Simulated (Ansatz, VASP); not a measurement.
Two plane-wave programs on KMgF3

Contents of INCAR:

```
ALGO = Normal
EDIFF = 1E-6
ENCUT = 520
GGA = PE
ISIF = 2
ISMEAR = 0
LASPH = T
LCHARG = F
LREAL = F
LWAVE = F
NBANDS = 24
NELM = 60
PREC = Accurate
SIGMA = 0.01
```

File KPOINTS:

```
k-points
0
Gamma
  6 6 6
```

Contents of POSCAR:

```
KMgF3
1.0
    3.8533720875      0.0000000000      0.0000000000
    0.0000000000      3.8533720875      0.0000000000
    0.0000000000      0.0000000000      3.8533720875
K Mg F
1 1 3
Direct
    0.5000000000      0.5000000000      0.5000000000
    0.0000000000      0.0000000000      0.0000000000
    0.5000000000      0.0000000000      0.0000000000
    0.0000000000      0.5000000000      0.0000000000
    0.0000000000      0.0000000000      0.5000000000
```

Input for Ansatz:

```yaml
crystal:
  lattice:
    - [3.8533720875, 0.0, 0.0]
    - [0.0, 3.8533720875, 0.0]
    - [0.0, 0.0, 3.8533720875]
  atoms:
    - { symbol: K, position: [0.5, 0.5, 0.5] }
    - { symbol: Mg, position: [0.0, 0.0, 0.0] }
    - { symbol: F, position: [0.5, 0.0, 0.0] }
    - { symbol: F, position: [0.0, 0.5, 0.0] }
    - { symbol: F, position: [0.0, 0.0, 0.5] }
scf:
  occupations: { method: fixed }
output:
  forces: true
  stress: true
  eigenvalues: true
hamiltonian:
  xc: pbe
basis:
  ecutwfc: 560
kpoints:
  mp_grid: { grid: [6, 6, 6] }
```

Alike in both runs: task single point; functional PBE; k mesh 6 × 6 × 6; no spin polarisation.

```csv
,VASP,Ansatz
version,VASP 6.6.1,Ansatz 0.2.0
potentials or method,"VASP PAW PBE potentials, release 64 (K_sv, Mg, F), cutoff 520 eV","scalar-relativistic, plane waves, PAW"
occupations,"gaussian, width 0.01 eV",fixed
valence electrons in the cell,32,40
```

Ansatz gave:

* gap on the k mesh at the Fermi level (eV): 8.15
* least direct gap on the mesh (eV): 8.46
* pressure (GPa): 14.1

Problem. Estimate VASP's values.

Solution. gap on the k mesh at the Fermi level (eV): 8.12; least direct gap on the mesh (eV): 8.44; pressure (GPa): 13.8.

VASP's potentials hold 32 valence electrons a cell and Ansatz's 40, so a difference there can come from the potentials and not from the codes.
